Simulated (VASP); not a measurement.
# C (R-3m) in VASP: notebook, part 2 of 2

VASP 6.6.1. Earlier steps stand in the parts before.

## Step 4: Single point, PBE+D3(BJ) (atoms displaced along a vibrational mode, the cell strained)

Contents of INCAR:

```
ALGO     = Normal         # electronic algorithm
EDIFF    = 1E-6           # SCF threshold, eV
ENCUT    = 520            # plane-wave cutoff, eV
GGA      = PE             # functional
ISIF     = 2              # what is computed and relaxed
ISMEAR   = 0              # smearing method
IVDW     = 12             # dispersion correction
LASPH    = True           # aspherical terms in the spheres
LCHARG   = False          # write CHGCAR
LREAL    = False          # projectors in reciprocal space
LWAVE    = False          # write WAVECAR
NBANDS   = 11             # bands
NELM     = 80             # most SCF steps
PREC     = Accurate       # precision mode
SIGMA    = 0.05           # smearing width, eV
```

Contents of KPOINTS:

```
k-points
0
Gamma
  15 15 15
```

Contents of POSCAR:

```
C
1.0
    1.2427105179      0.7174792520      3.3888323960
   -1.2427105179      0.7174792520      3.3888323960
    0.0000000000     -1.4349585041      3.3888323960
C
2
Direct
    0.1703644086      0.1703644086      0.1703644086
    0.8296355914      0.8296355914      0.8296355914
```

Potentials or basis: VASP PAW PBE potentials, release 64 (C).

On the command line:

```
> cat potpaw_PBE.64/C/POTCAR > POTCAR
> mpirun -np 1 vasp_std > vasp.out
```

OUTCAR:

```text
EDIFF = 1E-6
   ENCUT = 520
   GGA = PE
   ISIF = 2
   ISMEAR = 0
   IVDW = 12
   LASPH = True
   LREAL = False
   NELM = 80
   PREC = Accurate
 IVDW          = 12

 ion  position               nearest neighbor table
   1  0.170  0.170  0.170-   2 1.44   2 1.44   2 1.44
   2  0.830  0.830  0.830-   1 1.44   1 1.44   1 1.44

  LATTYP: Found a trigonal (rhomboedric) cell.
 ALAT       =     3.6801210465
 COS(alpha) =     0.7719417768

  Lattice vectors:

 A1 = (   1.2427105179,   0.7174792520,   3.3888323960)
 A2 = (  -1.2427105179,   0.7174792520,   3.3888323960)
 A3 = (   0.0000000000,  -1.4349585041,   3.3888323960)

Analysis of symmetry for initial positions (statically):
=====================================================================
 Subroutine PRICEL returns:
 Original cell was already a primitive cell.

 Routine SETGRP: Setting up the symmetry group for a
 trigonal (rhombohedral) supercell.

 Subroutine GETGRP returns: Found 12 space group operations
 (whereof 12 operations were pure point group operations)
 out of a pool of 12 trial point group operations.

The static configuration has the point symmetry D_3d.

Analysis of symmetry for dynamics (positions and initial velocities):
=====================================================================
 Subroutine PRICEL returns:
 Original cell was already a primitive cell.

 Routine SETGRP: Setting up the symmetry group for a
 trigonal (rhombohedral) supercell.

 Subroutine GETGRP returns: Found 12 space group operations
 (whereof 12 operations were pure point group operations)
 out of a pool of 12 trial point group operations.

The dynamic configuration has the point symmetry D_3d.

 Subroutine INISYM returns: Found 12 space group operations
 (whereof 12 operations are pure point group operations),
 and found     1 'primitive' translations

[... 120 lines left out ...]
   LHFCALC =     F    Hartree Fock is set to
   AEXX    =    0.0000 exact exchange contribution
   IVDW    =    12    specifies the selected vdW correction
   LEPSILON=     F    determine dielectric tensor
   LRPA    =     F    only Hartree local field effects (RPA)
 non-spin polarized calculation
 Gauss-broadening in eV      SIGMA  =   0.05
  energy-cutoff  :      520.00
  volume of cell :       18.13
 maximum number of plane-waves:       505
   NGX = 13   NGY = 13   NGZ = 13

 number of electron       8.0000000 magnetization

 Free energy of the ion-electron system (eV)
  ---------------------------------------------------
  ext. energy  EPLUGINS =         0.00000000
  ---------------------------------------------------
  free energy    TOTEN  =       -18.37083588 eV

  energy without entropy =      -18.37083588  energy(sigma->0) =      -18.37083588

 E-fermi :   4.3976     XC(G=0): -10.2147

 val. band max:        4.1702121795   @ k =  -0.3333   0.3333   0.0000
 cond. band min:       4.6867214617   @ k =  -0.3333   0.3333   0.0000
 fundamental gap:      0.5165092821
 Fermi energy:         4.3976191728

 k-point     1 :       0.0000    0.0000    0.0000
  band No.  band energies     occupation
      1     -14.9897      2.00000
      2      -1.9659      2.00000
      3       1.4780      2.00000
      4       1.4780      2.00000
      5       8.6079      0.00000
      6      12.6581      0.00000
      7      12.6581      0.00000
      8      15.6191      0.00000
      9      16.5036      0.00000
     10      26.8831      0.00000
     11      29.6344      0.00000
[... 309 lines left out ...]
 k-point    24 :       0.2000    0.1333    0.0000
  band No.  band energies     occupation
      1     -14.2301      2.00000
      2      -1.4188      2.00000
      3      -0.8794      2.00000
      4       0.1115      2.00000
      5       9.9596      0.00000
      6      12.9903      0.00000
      7      13.4504      0.00000
      8      14.8672      0.00000
      9      18.2206      0.00000
     10      24.7645      0.00000
     11      28.3056      0.00000

 [... further k-points ...]

------------------------ aborting loop because EDIFF is reached ----------------------------------------

 Edisp (eV)   -0.30779

 E8    (eV) :    -0.0871

  FORCE on cell =-STRESS in cart. coord.  units (eV):
  Direction    XX          YY          ZZ          XY          YZ          ZX
  --------------------------------------------------------------------------------------
  -------------------------------------------------------------------------------------
  Total      -1.09019    -1.09019    -0.11983     0.00000     0.00000    -0.00000
  in kB     -96.34584   -96.34584   -10.58995     0.00000     0.00000    -0.00000
  external pressure =      -67.76 kB  Pullay stress =        0.00 kB

 VOLUME and BASIS-vectors are now :
 -----------------------------------------------------------------------------
  energy-cutoff  :      520.00
  volume of cell :       18.13
      direct lattice vectors                 reciprocal lattice vectors
     1.242710518  0.717479252  3.388832396     0.402346317  0.232294754  0.098362295
    -1.242710518  0.717479252  3.388832396    -0.402346317  0.232294754  0.098362295
     0.000000000 -1.434958504  3.388832396     0.000000000 -0.464589509  0.098362295

 POSITION                                       TOTAL-FORCE (eV/Angst)
 -----------------------------------------------------------------------------------
      0.00000     -0.00000      1.73201         0.000000      0.000000     -1.267253
      0.00000     -0.00000      8.43449         0.000000     -0.000000      1.267253
 -----------------------------------------------------------------------------------
    total drift:                                0.000000     -0.000000      0.000000

  FREE ENERGIE OF THE ION-ELECTRON SYSTEM (eV)
  ---------------------------------------------------
  free  energy   TOTEN  =       -18.6786303096 eV

  energy  without entropy=      -18.6786303096  energy(sigma->0) =      -18.67863031
```

OSZICAR:

```text
N       E                     dE             d eps       ncg     rms          rms(c)
DAV:   1     0.668553913063E+01    0.66855E+01   -0.45065E+03  7747   0.661E+02
DAV:   2    -0.188047137485E+02   -0.25490E+02   -0.24090E+02  9900   0.131E+02
DAV:   3    -0.194534181611E+02   -0.64870E+00   -0.64733E+00  9504   0.175E+01
DAV:   4    -0.194559252309E+02   -0.25071E-02   -0.25069E-02  8686   0.133E+00
DAV:   5    -0.194559351450E+02   -0.99140E-05   -0.99139E-05  9515   0.795E-02    0.609E+00
DAV:   6    -0.186305305774E+02    0.82540E+00   -0.70683E-01  8819   0.482E+00    0.355E+00
DAV:   7    -0.183677947669E+02    0.26274E+00   -0.80765E-01  8992   0.518E+00    0.977E-01
DAV:   8    -0.183709156137E+02   -0.31208E-02   -0.17573E-02  8456   0.845E-01    0.106E-01
DAV:   9    -0.183707659168E+02    0.14970E-03   -0.48244E-04  9225   0.140E-01    0.501E-02
DAV:  10    -0.183708361855E+02   -0.70269E-04   -0.11886E-04  8514   0.760E-02    0.246E-02
DAV:  11    -0.183708358763E+02    0.30919E-06   -0.54866E-06  9197   0.134E-02
   1 F= -.18678630E+02 E0= -.18678630E+02  d E =-.933717E-13
```

stdout:

```text
POSCAR found type information on POSCAR C
 POSCAR found :  1 types and       2 ions
 scaLAPACK will be used
 LDA part: xc-table for (Slater+PW92), standard interpolation
 POSCAR, INCAR and KPOINTS ok, starting setup
 FFT: planning ... GRIDC
 FFT: planning ... GRID_SOFT
 FFT: planning ... GRID
 WAVECAR not read
 entering main loop
```

It took 2.2 min on 1 thread of Intel Xeon 8259CL, shared host; peak memory 0.2 GiB.

What came out:

```yaml
Free_energy: -18.6786 eV
Pressure: -6.8 GPa
Largest_force: 1.267 eV/Å
Dispersion_energy_per_atom: -0.154 eV
```

Forces on the atoms (eV/Å):
```
C    0.000  0.000 -1.267
C    0.000  0.000  1.267
```

Caveat: the cell differs from its parent crystal (atoms displaced along a vibrational mode, the cell strained); the stress differs along the axes, from -10 to -1 GPa; forces of over 1 eV/Å act on the atoms, so gaps and moduli don't describe the material at rest.

## Step 5: The runs side by side

| cell | pressure (GPa) | largest force (eV/Å) |
| --- | --- | --- |
| as given, atomic positions A | -7.6 | 2.54 |
| as given, atomic positions B | -7.7 | 2.53 |
| as given, atomic positions C | -6.8 | 1.27 |

Alike in all rows: task single point; level PBE+D3(BJ); potentials or basis VASP PAW PBE potentials, release 64 (C); no spin polarisation; k mesh 15 × 15 × 15; cutoff (eV) 520; smearing gaussian 0.05 eV.

Caveats: forces of over 1 eV/Å act on the atoms, so gaps and moduli don't describe the material at rest; the stress differs along the axes, from -10 to -4 GPa (at least some runs); the stress differs along the axes, from -9 to -4 GPa (at least some runs); the stress differs along the axes, from -10 to -1 GPa (at least some runs).

Total energies depend on the potentials used, so only differences within one code and one set of settings carry meaning.
